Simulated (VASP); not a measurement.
# SnO in VASP: further runs, part 2 of 2

VASP 6.6.1. The steps go on from the part before.

**3. Single point, PBE**

INCAR

```
SYSTEM = SnO
PREC = Accurate
ENCUT = 520
EDIFF = 1E-6
ISMEAR = 0
SIGMA = 0.02
LREAL = .False.
LASPH = .True.
NELM = 100
ALGO = Normal
ISIF = 2
LWAVE = .False.
LCHARG = .True.
GGA = PE
LELF = .True.
LVHAR = .True.
NBANDS = 28
```

KPOINTS

```
Automatic mesh
0
Gamma
  7 7 5
  0 0 0
```

POSCAR

```
SnO
1.0
    3.8136952200      0.0000000000      0.0000000000
    0.0000000000      3.8136952200      0.0000000000
    0.0000000000      0.0000000000      4.8869133000
Sn O
2 2
Direct
    0.5000000000      0.0000000000      0.7646261400
    0.0000000000      0.5000000000      0.2333275786
    0.0000000000      0.0000000000      0.0000000000
    0.5000000000      0.5000000000      0.0000000000
```

Potentials or basis: VASP PAW PBE potentials, release 64 (Sn_d, O).

Started as:

```
cat potpaw_PBE.64/Sn_d/POTCAR potpaw_PBE.64/O/POTCAR > POTCAR
mpirun -np 1 vasp_std > vasp.out
```

Run time: 52 s. Hardware: 1 thread of Intel Xeon Platinum 8259CL at 2.50GHz (Skylake/Cascade Lake), shared host; peak memory 0.19 GiB.

The run converged. Its results:

- Free energy: -22.6800 eV
- Pressure: 4.2 GPa
- Largest force: 0.590 eV/Å
- Band gap on the k mesh: 0.42 eV, indirect (least direct gap 2.04 eV)

Forces in eV/Å, atoms in the order of the input:
```
Sn   0.000  0.000 -0.515
Sn   0.000  0.000  0.590
O    0.000  0.000 -0.037
O    0.000  0.000 -0.037
```

Stress tensor (GPa, compression positive):
```
4.41 0.00 0.00
0.00 4.41 0.00
0.00 0.00 3.63
```

Levels at points of the mesh, in eV from the valence-band top:
| k point | band 17 | band 18 | band 19 | band 20 | band 21 | band 22 | band 23 | band 24 |
| --- | --- | --- | --- | --- | --- | --- | --- | --- |
| (0.00, 0.00, 0.00) | -3.48 | -3.20 | -3.20 | 0.00 | 2.04 | 4.24 | 4.77 | 4.77 |

Caveat: spin-orbit coupling is left out, which moves the levels of the heavy elements. A k mesh can miss the band edges.

**4. Single point, PBE**

INCAR

```
ALGO = Normal
EDIFF = 1E-6
ENCUT = 520
GGA = PE
ISIF = 2
ISMEAR = 0
LASPH = T
LCHARG = F
LREAL = F
LWAVE = F
NBANDS = 28
NELM = 100
PREC = Accurate
SIGMA = 0.02
```

KPOINTS

```
k-points
0
Gamma
  7 7 5
```

Changes to POSCAR since step 3:

```diff
@@ -9,3 +9,3 @@
     0.5000000000      0.0000000000      0.7646261400
-    0.0000000000      0.5000000000      0.2333275786
+    0.0000000000      0.5000000000      0.2353738600
     0.0000000000      0.0000000000      0.0000000000
```

Potentials or basis: VASP PAW PBE potentials, release 64 (Sn_d, O).

Started as:

```
cat potpaw_PBE.64/Sn_d/POTCAR potpaw_PBE.64/O/POTCAR > POTCAR
mpirun -np 1 vasp_std > vasp.out
```

OUTCAR:

```text
EDIFF = 1E-6
   ENCUT = 520
   GGA = PE
   ISIF = 2
   ISMEAR = 0
   LASPH = T
   LREAL = F
   NELM = 100
   PREC = Accurate

 ion  position               nearest neighbor table
   1  0.500  0.000  0.765-   3 2.23   4 2.23   4 2.23   3 2.23   2 3.54   2 3.54   2 3.54   2 3.54
                             2 3.74   2 3.74   2 3.74   2 3.74
   2  0.000  0.500  0.235-   3 2.23   4 2.23   3 2.23   4 2.23   1 3.54   1 3.54   1 3.54   1 3.54
[... 950 lines left out ...]
  Direction    XX          YY          ZZ          XY          YZ          ZX
  --------------------------------------------------------------------------------------
  -------------------------------------------------------------------------------------
  Total        1.8366808      1.8366808      1.4274077      0.0000000      0.0000000      0.0000000
  in kB       41.4016519     41.4016519     32.1759970      0.0000000      0.0000000      0.0000000
  external PRESSURE =      38.3264336 kB  Pullay stress =       0.0000000 kB

 VOLUME and BASIS-vectors are now :
 -----------------------------------------------------------------------------
  energy-cutoff  :      520.00
  volume of cell :       71.08
      direct lattice vectors                 reciprocal lattice vectors
     3.813695220  0.000000000  0.000000000     0.262212878  0.000000000  0.000000000
     0.000000000  3.813695220  0.000000000     0.000000000  0.262212878  0.000000000
     0.000000000  0.000000000  4.886913300     0.000000000  0.000000000  0.204628144

 POSITION                                       TOTAL-FORCE (eV/Angst)
 -----------------------------------------------------------------------------------
      1.90685      0.00000      3.73666        -0.000000      0.000000     -0.455129
      0.00000      1.90685      1.15025         0.000000      0.000000      0.455129
      0.00000      0.00000      0.00000         0.000000      0.000000      0.000000
      1.90685      1.90685      0.00000         0.000000      0.000000      0.000000
 -----------------------------------------------------------------------------------
    total drift:                                0.000000      0.000000      0.000000

  FREE ENERGIE OF THE ION-ELECTRON SYSTEM (eV)
  ---------------------------------------------------
  free  energy   TOTEN  =       -22.6852225591 eV

  energy  without entropy=      -22.6852225591  energy(sigma->0) =      -22.68522256
```

OSZICAR:

```text
N       E                     dE             d eps       ncg     rms          rms(c)
DAV:   1     0.414796810938E+03    0.41480E+03   -0.19946E+04  1732   0.218E+03
DAV:   2     0.346964892154E+02   -0.38010E+03   -0.36516E+03  1796   0.528E+02
DAV:   3    -0.236365077994E+02   -0.58333E+02   -0.57111E+02  1908   0.178E+02
DAV:   4    -0.263335420299E+02   -0.26970E+01   -0.26848E+01  1936   0.412E+01
DAV:   5    -0.263976100325E+02   -0.64068E-01   -0.64059E-01  1848   0.681E+00    0.117E+01
DAV:   6    -0.227079924309E+02    0.36896E+01   -0.16887E+01  2712   0.447E+01    0.493E+00
DAV:   7    -0.227045798531E+02    0.34126E-02   -0.20489E+00  2020   0.858E+00    0.249E+00
DAV:   8    -0.226923358360E+02    0.12244E-01   -0.29090E-01  2220   0.370E+00    0.815E-01
DAV:   9    -0.226842167338E+02    0.81191E-02   -0.49903E-02  2672   0.231E+00    0.237E-01
DAV:  10    -0.226855196831E+02   -0.13029E-02   -0.73145E-03  2268   0.767E-01    0.138E-01
DAV:  11    -0.226851951918E+02    0.32449E-03   -0.19545E-03  2544   0.415E-01    0.227E-02
DAV:  12    -0.226852314576E+02   -0.36266E-04   -0.27123E-04  1728   0.931E-02    0.347E-02
DAV:  13    -0.226852225084E+02    0.89493E-05   -0.42351E-05  2192   0.609E-02    0.290E-03
DAV:  14    -0.226852225591E+02   -0.50716E-07   -0.48809E-06  1796   0.129E-02
   1 F= -.22685223E+02 E0= -.22685223E+02  d E =-.135610E-20
```

Run time: 51 s. Hardware: 1 thread of Intel Xeon Platinum 8259CL at 2.50GHz (Skylake/Cascade Lake), shared host; peak memory 0.19 GiB.

What came out:

| Item | Value |
| --- | --- |
| Free energy | -22.6852 eV |
| Pressure | 3.8 GPa |
| Largest force | 0.455 eV/Å |
| Band gap on the k mesh | 0.38 eV, indirect (least direct gap 2.05 eV) |

Forces in eV/Å, atoms in the order of the input:
```
Sn   0.000  0.000 -0.455
Sn   0.000  0.000  0.455
O    0.000  0.000  0.000
O    0.000  0.000  0.000
```

Stress tensor (GPa, compression positive):
```
4.14 0.00 0.00
0.00 4.14 0.00
0.00 0.00 3.22
```

Levels at points of the mesh, in eV from the valence-band top:
```csv
k point,band 17,band 18,band 19,band 20,band 21,band 22,band 23,band 24
"(0.00, 0.00, 0.00)",-3.47,-3.18,-3.18,0.00,2.05,4.27,4.74,4.74
```

Caveat: spin-orbit coupling is left out, which moves the levels of the heavy elements. A k mesh can miss the band edges.
